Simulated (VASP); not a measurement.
Input of a VASP 6.6.1 run:

File INCAR:

```
SYSTEM = TiAl3N4
  ALGO = Normal
  EDIFF = 1E-6
  ENCUT = 520
  GGA = PE
  ISIF = 2
  ISMEAR = 0
  ISPIN = 2
  LASPH = .TRUE.
  LCHARG = .TRUE.
  LELF = .TRUE.
  LMAXMIX = 4
  LORBIT = 11
  LREAL = .FALSE.
  LVHAR = .TRUE.
  LWAVE = .FALSE.
  MAGMOM = 1 0 0 0 0 0 0 0
  NBANDS = 34
  NELM = 150
  PREC = Accurate
  SIGMA = 0.1
```

KPOINTS

```
k-points
0
G
  6 6 2
  0 0 0
```

Contents of POSCAR:

```
TiAl3N4
1.0
    3.3066767700      0.0000000000      0.0000000000
    0.0000000000      3.3066767700      0.0000000000
    0.0000000000      0.0000000000      9.3526942800
Ti Al N
1 3 4
Direct
    0.0000000000      0.0000000000      0.5000000000
    0.0000000000      0.0000000000      0.0000000000
    0.5000000000      0.5000000000      0.2500000000
    0.5000000000      0.5000000000      0.7500000000
    0.0000000000      0.0000000000      0.2500000000
    0.5000000000      0.5000000000      0.5000000000
    0.0000000000      0.0000000000      0.7500000000
    0.5000000000      0.5000000000      0.0000000000
```

Potentials or basis: VASP PAW PBE potentials, release 64 (Ti_sv, Al, N).

Command:

```sh
$ cat potpaw_PBE.64/Ti_sv/POTCAR potpaw_PBE.64/Al/POTCAR potpaw_PBE.64/N/POTCAR > POTCAR
$ mpirun -np 1 vasp_std > vasp.out
```

Question: What does it give for the largest force?

Answer: 0.303 eV/Å.

Question: What does it give for the pressure?

Answer: -41.9 GPa.

Forces in eV/Å, atoms in the order of the input:
```
Ti   0.000  0.000  0.000
Al   0.000  0.000  0.000
Al   0.000  0.000 -0.133
Al   0.000  0.000  0.133
N    0.000  0.000 -0.303
N    0.000  0.000  0.000
N    0.000  0.000  0.303
N    0.000  0.000  0.000
```

Caveat: the cell stands under tension.
